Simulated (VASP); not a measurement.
# RbCl (Fm-3m) in VASP: vibrations by perturbation theory with PBEsol

Aim: the vibrations by perturbation theory of RbCl with PBEsol.

Program: VASP 6.6.1. These are calculated values, not measurements. Logs are shortened: lines on timing, memory, paths and dates and some standing lists are left out, and cuts for length are marked.

### 1 The cell of the first run

Symmetry: Fm-3m, No. 225, cubic system. Conventional cell: a = 6.540 Å, b = 6.540 Å, c = 6.540 Å, α = 90.00°, β = 90.00°, γ = 90.00°. Rb (site symmetry m-3m) has 6 Cl at 3.27 Å within 4.3 Å. Cl (site symmetry m-3m) has 6 Rb at 3.27 Å within 4.3 Å.

### 2 Vibrations by perturbation theory, PBEsol

Contents of INCAR:

```
PREC = Accurate
ENCUT = 500
EDIFF = 1E-8
ISMEAR = 0
SIGMA = 0.01
LREAL = F
LASPH = T
NELM = 120
ALGO = Normal
ISIF = 2
LWAVE = F
LCHARG = T
GGA = PS
IBRION = 8
NSW = 1
LEPSILON = T
GGA_COMPAT = F
```

Contents of KPOINTS:

```
regular mesh
0
Gamma
  6 6 6
```

Contents of POSCAR:

```
RbCl
1.0
    0.0000000000      3.2701473197      3.2701473197
    3.2701473197      0.0000000000      3.2701473197
    3.2701473197      3.2701473197      0.0000000000
Rb Cl
1 1
Direct
    0.0000000000      0.0000000000      0.0000000000
    0.5000000000      0.5000000000      0.5000000000
```

Potentials or basis: VASP PAW PBE potentials, release 64 (Rb_sv, Cl).

Run with:

```bash
$ cat potpaw_PBE.64/Rb_sv/POTCAR potpaw_PBE.64/Cl/POTCAR > POTCAR
$ mpirun -np 1 vasp_std > vasp.out
```

OUTCAR:

```text
PREC = Accurate
   ENCUT = 500
   EDIFF = 1E-8
   ISMEAR = 0
   LREAL = F
   LASPH = T
   NELM = 120
   ISIF = 2
   GGA = PS
   IBRION = 8
   NSW = 1
   LEPSILON = T

 ion  position               nearest neighbor table
   1  0.000  0.000  0.000-   2 3.27   2 3.27   2 3.27   2 3.27   2 3.27   2 3.27
   2  0.500  0.500  0.500-   1 3.27   1 3.27   1 3.27   1 3.27   1 3.27   1 3.27

  LATTYP: Found a face centered cubic cell.
 ALAT       =     6.5402946394

  Lattice vectors:

 A1 = (   0.0000000000,   3.2701473197,   3.2701473197)
 A2 = (   3.2701473197,   0.0000000000,   3.2701473197)
 A3 = (   3.2701473197,   3.2701473197,   0.0000000000)

Analysis of symmetry for initial positions (statically):
=====================================================================
 Subroutine PRICEL returns:
 Original cell was already a primitive cell.

 Routine SETGRP: Setting up the symmetry group for a
 face centered cubic supercell.

 Subroutine GETGRP returns: Found 48 space group operations
 (whereof 48 operations were pure point group operations)
 out of a pool of 48 trial point group operations.

The static configuration has the point symmetry O_h .

Analysis of symmetry for dynamics (positions and initial velocities):
=====================================================================
 Subroutine PRICEL returns:
 Original cell was already a primitive cell.

 Routine SETGRP: Setting up the symmetry group for a
 face centered cubic supercell.

 Subroutine GETGRP returns: Found 48 space group operations
 (whereof 48 operations were pure point group operations)
 out of a pool of 48 trial point group operations.

The dynamic configuration has the point symmetry O_h .

 Subroutine INISYM returns: Found 48 space group operations
 (whereof 48 operations are pure point group operations),
 and found     1 'primitive' translations

----------------------------------------------------------------------------------------

                                     Primitive cell

  volume of cell :      69.9410

  direct lattice vectors                    reciprocal lattice vectors
     0.000000000  3.270147320  3.270147320    -0.152898310  0.152898310  0.152898310
     3.270147320  0.000000000  3.270147320     0.152898310 -0.152898310  0.152898310
     3.270147320  3.270147320  0.000000000     0.152898310  0.152898310 -0.152898310

  length of vectors
     4.624686690  4.624686690  4.624686690     0.264827642  0.264827642  0.264827642

  position of ions in fractional coordinates (direct lattice)
     0.000000000  0.000000000  0.000000000
     0.500000000  0.500000000  0.500000000

  ion indices of the primitive-cell ions
   primitive index   ion index
                 1           1
                 2           2

----------------------------------------------------------------------------------------

 KPOINTS: regular mesh

Automatic generation of k-mesh.
 Grid dimensions read from file:
 generate k-points for:    6    6    6

 Generating k-lattice:

  Cartesian coordinates                     Fractional coordinates (reciprocal lattice)
    -0.025483052  0.025483052  0.025483052     0.166666667  0.000000000  0.000000000
     0.025483052 -0.025483052  0.025483052     0.000000000  0.166666667  0.000000000
     0.025483052  0.025483052 -0.025483052     0.000000000  0.000000000  0.166666667

  Length of vectors
     0.044137940  0.044137940  0.044137940

  Shift w.r.t. Gamma in fractional coordinates (k-lattice)
     0.000000000  0.000000000  0.000000000

 Subroutine IBZKPT returns following result:
 ===========================================

 Found     16 irreducible k-points:

 Following reciprocal coordinates:
            Coordinates               Weight
  0.000000  0.000000  0.000000      1.000000
  0.166667  0.000000  0.000000      8.000000
  0.333333  0.000000  0.000000      8.000000
[... 332 lines left out ...]
  volume of cell :       69.94
      direct lattice vectors                 reciprocal lattice vectors
     0.000000000  3.270147320  3.270147320    -0.152898310  0.152898310  0.152898310
     3.270147320  0.000000000  3.270147320     0.152898310 -0.152898310  0.152898310
     3.270147320  3.270147320  0.000000000     0.152898310  0.152898310 -0.152898310

 POSITION                                       TOTAL-FORCE (eV/Angst)
 -----------------------------------------------------------------------------------
      0.00000      0.00000      0.00000        -0.000000      0.000000     -0.000000
      3.27015      3.27015      3.27015         0.000000     -0.000000      0.000000
 -----------------------------------------------------------------------------------
    total drift:                                0.000000      0.000000      0.000000

  FREE ENERGIE OF THE ION-ELECTRON SYSTEM (eV)
  ---------------------------------------------------
  free  energy   TOTEN  =        -6.8944676835 eV

  energy  without entropy=       -6.8944676835  energy(sigma->0) =       -6.89446768

 HEAD OF MICROSCOPIC STATIC DIELECTRIC TENSOR (INDEPENDENT PARTICLE, excluding Hartree and local field effects)
 ------------------------------------------------------
           2.656986     0.000000    -0.000000
           0.000000     2.656986     0.000000
          -0.000000     0.000000     2.656986
 ------------------------------------------------------

 Free energy of the ion-electron system (eV)
  ---------------------------------------------------
  ---------------------------------------------------
  free energy    TOTEN  =        -0.30570600 eV

  energy without entropy =       -0.30570600

------------------------ aborting loop because EDIFF is reached ----------------------------------------

--------------------------------------- Ionic step        2  -------------------------------------------

------------------------ aborting loop because EDIFF is reached ----------------------------------------

--------------------------------------- Ionic step        3  -------------------------------------------

------------------------ aborting loop because EDIFF is reached ----------------------------------------

 PIEZOELECTRIC TENSOR FIELD DIRECTION 3  (e Angst)
 -----------------------------------------------------------------------------
    -0.00007  0.00000  0.00000           ( -0.00000  0.00000  0.00000)
     0.00000 -0.00007 -0.00000           (  0.00000 -0.00000 -0.00000)
     0.00000 -0.00000 -0.00072           (  0.00000 -0.00000 -0.00000)

 PIEZOELECTRIC TENSOR FIELD DIRECTION 3  (C/m^2)
 -----------------------------------------------------------------------------
    -0.00002  0.00000  0.00000
     0.00000 -0.00002 -0.00000
     0.00000 -0.00000 -0.00016

--------------------------------------- Ionic step        4  -------------------------------------------

------------------------ aborting loop because EDIFF is reached ----------------------------------------

[... ionic steps 5 to 6 ...]

--------------------------------------- Ionic step        7  -------------------------------------------

 Free energy of the ion-electron system (eV)
  ---------------------------------------------------
  ---------------------------------------------------
  free energy    TOTEN  =        -0.19933468 eV

  energy without entropy =       -0.19933468

------------------------ aborting loop because EDIFF is reached ----------------------------------------

 INTERNAL STRAIN TENSOR  FOR ION    2  DIRECTION 1   (eV/Angst):
 -----------------------------------------------------------------------------
    -0.00705  0.00000  0.00000
     0.00000 -0.00002  0.00000
     0.00000  0.00000 -0.00002

 MACROSCOPIC STATIC DIELECTRIC TENSOR (including local field effects in DFT)
 ------------------------------------------------------
           2.395495     0.000000    -0.000000
           0.000000     2.395495     0.000000
           0.000000     0.000000     2.395495
 ------------------------------------------------------

 PIEZOELECTRIC TENSOR (including local field effects)  for field in x, y, z        (e  Angst)
          XX          YY          ZZ          XY          YZ          ZX
  --------------------------------------------------------------------------------
  x     0.00000     0.00000     0.00000     0.00000     0.00000     0.00000
  y     0.00000     0.00000     0.00000     0.00000     0.00000     0.00000
  z     0.00000     0.00000     0.00000     0.00000     0.00000     0.00000

 PIEZOELECTRIC TENSOR (including local field effects)  for field in x, y, z        (C/m^2)
          XX          YY          ZZ          XY          YZ          ZX
  --------------------------------------------------------------------------------
  x     0.00000     0.00000     0.00000     0.00000     0.00000     0.00000
  y     0.00000     0.00000     0.00000     0.00000     0.00000     0.00000
  z     0.00000     0.00000     0.00000     0.00000     0.00000     0.00000

 BORN EFFECTIVE CHARGES (including local field effects) (in |e|, cummulative output)
 ---------------------------------------------------------------------------------
 ion    1
    1     1.16511     0.00000     0.00000
    2     0.00000     1.16511     0.00000
    3     0.00000     0.00000     1.16511
 ion    2
    1    -1.16511     0.00000     0.00000
    2     0.00000    -1.16511     0.00000
    3     0.00000     0.00000    -1.16511

 INTERNAL STRAIN TENSOR FOR ION    2 for displacements in x,y,z  (eV/Angst):
          X           Y           Z          XY          YZ          ZX
  --------------------------------------------------------------------------------
  x     0.00000     0.00000     0.00000     0.00000     0.00000     0.00000
  y     0.00000     0.00000     0.00000     0.00000     0.00000     0.00000
  z     0.00000     0.00000     0.00000     0.00000     0.00000     0.00000

 SECOND DERIVATIVES (NOT SYMMETRIZED)
 ------------------------------------
               1X          1Y          1Z          2X          2Y          2Z
  1X    -1.202503    0.000000    0.000000    1.202503    0.000000    0.000000
  1Y     0.000000   -1.202503    0.000000    0.000000    1.202503    0.000000
  1Z     0.000000    0.000000   -1.202503    0.000000    0.000000    1.202503
  2X     1.204928    0.000000    0.000000   -1.204928    0.000000    0.000000
  2Y     0.000000    1.204928    0.000000    0.000000   -1.204928    0.000000
  2Z     0.000000    0.000000    1.204928    0.000000    0.000000   -1.204928

 Eigenvectors and eigenvalues of the dynamical matrix
 ----------------------------------------------------

   1 f  =    3.427092 THz    21.533056 2PiTHz  114.315495 cm-1    14.173309 meV
             X         Y         Z           dx          dy          dz
      0.000000  0.000000  0.000000     0.000000    0.000000   -0.541086
      3.270147  3.270147  3.270147     0.000000    0.000000    0.840967
[... 21 lines left out ...]
   6 f/i=    0.001571 THz     0.009870 2PiTHz    0.052399 cm-1     0.006497 meV
             X         Y         Z           dx          dy          dz
      0.000000  0.000000  0.000000    -0.026441    0.218872   -0.811555
      3.270147  3.270147  3.270147    -0.017012    0.140824   -0.522162

--------------------------------------------------------------------------------------------------------

 MACROSCOPIC STATIC DIELECTRIC TENSOR IONIC CONTRIBUTION
 ------------------------------------------------------
           2.917721    -0.000000     0.000000
          -0.000000     2.917721     0.000000
           0.000000     0.000000     2.917721
 ------------------------------------------------------

 ELASTIC MODULI CONTR FROM IONIC RELAXATION (kBar)
 Direction    XX          YY          ZZ          XY          YZ          ZX
 --------------------------------------------------------------------------------
 XX           0.0000      0.0000      0.0000      0.0000      0.0000      0.0000
 YY           0.0000      0.0000      0.0000      0.0000      0.0000      0.0000
 ZZ           0.0000      0.0000      0.0000      0.0000      0.0000      0.0000
 XY           0.0000      0.0000      0.0000      0.0000      0.0000      0.0000
 YZ           0.0000      0.0000      0.0000      0.0000      0.0000      0.0000
 ZX           0.0000      0.0000      0.0000      0.0000      0.0000      0.0000
 --------------------------------------------------------------------------------

 PIEZOELECTRIC TENSOR IONIC CONTR  for field in x, y, z        (C/m^2)
          XX          YY          ZZ          XY          YZ          ZX
  --------------------------------------------------------------------------------
  x     0.00000     0.00000     0.00000     0.00000     0.00000     0.00000
  y     0.00000     0.00000     0.00000     0.00000     0.00000     0.00000
  z     0.00000     0.00000     0.00000     0.00000     0.00000     0.00000
```

Wall time 8.6 min (1 thread of AMD EPYC 7R43 (Zen 3), shared host); peak memory 0.24 GiB.

What came out:

| Property | Result |
| --- | --- |
| Electronic dielectric tensor (diagonal) | 2.40 |
| Born charges (mean of the diagonal) | Rb +1.17; Cl -1.17 e |
| Highest phonon frequency at Γ, LO-TO splitting left out | 114 cm⁻¹ |

Phonon frequencies in cm⁻¹ (negative: imaginary):
```csv
q point,frequencies
"(0.000, 0.000, 0.000)",0 0 0 114 114 114
```

Electronic dielectric tensor:
```
2.40 0.00 0.00
0.00 2.40 0.00
0.00 0.00 2.40
```

Born effective charge tensors (e):
atom 1, Rb
```
1.17 0.00 0.00
0.00 1.17 0.00
0.00 0.00 1.17
```
atom 2, Cl
```
-1.17  0.00  0.00
 0.00 -1.17  0.00
 0.00  0.00 -1.17
```
